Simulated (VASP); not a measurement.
A run of VASP 6.6.1:

File INCAR:

```
PREC     = Accurate       # precision mode
ENCUT    = 520            # plane-wave cutoff, eV
EDIFF    = 1E-6           # SCF threshold, eV
ISMEAR   = 0              # smearing method
SIGMA    = 0.1            # smearing width, eV
LREAL    = F              # projectors in reciprocal space
LASPH    = T              # aspherical terms in the spheres
NELM     = 150            # most SCF steps
ALGO     = Normal         # electronic algorithm
ISIF     = 2              # what is computed and relaxed
LWAVE    = F              # write WAVECAR
LCHARG   = F              # write CHGCAR
ISPIN    = 2              # spin polarisation
MAGMOM   = 0 3.36 0 0 0   # initial moments
LORBIT   = 11             # projections on sites
LMAXMIX  = 4              # l up to which the mixer works
GGA      = PE             # functional
NBANDS   = 33             # bands
```

Contents of KPOINTS:

```
Automatic mesh
0
Gamma
  10 10 10
```

File POSCAR:

```
NaWF3
1.0
    4.0637514237      0.0000000000      0.0000000000
    0.0000000000      4.0637514237      0.0000000000
    0.0000000000      0.0000000000      4.0637514237
Na W F
1 1 3
Direct
    0.0000000000      0.0000000000      0.0000000000
    0.5000000000      0.5000000000      0.5000000000
    0.5000000000      0.0000000000      0.0000000000
    0.0000000000      0.5000000000      0.0000000000
    0.0000000000      0.0000000000      0.5000000000
```

Potentials or basis: VASP PAW PBE potentials, release 64 (Na_pv, W_sv, F).

Command:

```bash
$ cat potpaw_PBE.64/Na_pv/POTCAR potpaw_PBE.64/W_sv/POTCAR potpaw_PBE.64/F/POTCAR > POTCAR
$ mpirun -np 1 vasp_std > vasp.out
```

Hardware: 1 thread of Intel(R) Xeon(R) 6975P-C (Granite Rapids), on a shared host.

Question: Estimate the wall time of this run.

Answer: Wall time 79 s on 1 thread of Intel(R) Xeon(R) 6975P-C (Granite Rapids), with other jobs on the host, peak memory 0.31 GiB. Counts: scf iterations 15, k points 56.
